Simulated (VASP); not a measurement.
**Sn2TeS: single point with PBE**

Sn2TeS:

```
Sn Te S
1.0
     2.16983    1.25275    7.04151
    -2.16983    1.25275    7.04151
     0.00000   -2.50550    7.04151
Sn Te S
2 1 1
Direct
  0.74111 0.74111 0.74111
  0.25889 0.25889 0.25889
  0.50000 0.50000 0.50000
  0.00000 0.00000 0.00000
```

The cell was generated, and may not be a known phase.

```json
{"Program": "VASP 6.6.1", "Task": "single point", "Functional": "PBE", "Potentials or basis": "VASP PAW PBE potentials, release 64 (Sn_d, Te, S)", "Cutoff": "520 eV", "k mesh": "12 × 12 × 12", "Occupations": "gaussian, width 0.01 eV", "Spin": "no spin polarisation", "Dipole correction": "no", "Further INCAR settings": "ALGO = Normal; EDIFF = 1e-07; NBANDS = 28"}
```

* Pressure: 0.0 GPa
* Band gap on the k mesh: 0.09 eV (least direct gap 0.13 eV)

Levels at points of the mesh, in eV from the valence-band top:
| k point | band 18 | band 19 | band 20 | band 21 | band 22 | band 23 |
| --- | --- | --- | --- | --- | --- | --- |
| (0.00, 0.00, 0.00) | -1.49 | -1.49 | 0.00 | 0.13 | 0.74 | 0.74 |
| (0.50, 0.00, 0.00) | -2.62 | -2.48 | -2.40 | 2.45 | 2.55 | 2.64 |
| (0.50, 0.50, 0.00) | -2.06 | -1.91 | -0.12 | 0.09 | 0.86 | 0.86 |
| (0.50, 0.50, 0.50) | -1.59 | -1.48 | -1.10 | 1.76 | 1.76 | 1.91 |

Run time: 14 min on 1 thread of Intel(R) Xeon(R) Platinum 8488C (Sapphire Rapids), on a shared host, peak memory 0.85 GiB.

Caveat: semilocal functionals underestimate gaps, and a narrow one can read as zero; spin-orbit coupling is left out, which moves the levels of the heavy elements. A k mesh can miss the band edges.
